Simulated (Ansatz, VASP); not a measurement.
# One calculation of NaI, two programs

```
CELL_PARAMETERS angstrom
-0.01600 3.19225 3.19225
3.19225 -0.01600 3.19225
3.19225 3.19225 -0.01600
ATOMIC_POSITIONS crystal
Na 0.00000 0.00000 0.00000
I 0.50000 0.50000 0.50000
```

Change from the starting cell: equal xy, yz and zx engineering shears of -0.5 %.

Alike in both runs: task relaxation of the atoms; functional PBEsol; k mesh 8 × 8 × 8; no spin polarisation.

|  | VASP | Ansatz |
| --- | --- | --- |
| version | VASP 6.6.1 | Ansatz 0.2.0 |
| potentials or method | VASP PAW PBE potentials, release 64 (Na_pv, I), cutoff 520 eV | all-electron LAPW, scalar-relativistic |
| occupations | gaussian, width 0.01 eV | fixed |

|  | VASP | Ansatz | Ansatz less VASP |
| --- | --- | --- | --- |
| gap on the k mesh at the Fermi level, each at its own relaxed structure (eV) | 3.57 | 3.57 | +0.004 |

VASP's potentials were made for PBE, not for PBEsol. Ansatz ran all-electron here, and VASP with PAW potentials.

Neither program's run includes spin-orbit coupling. Noted on VASP's run: the relaxation stopped at its first step, so nothing moved.
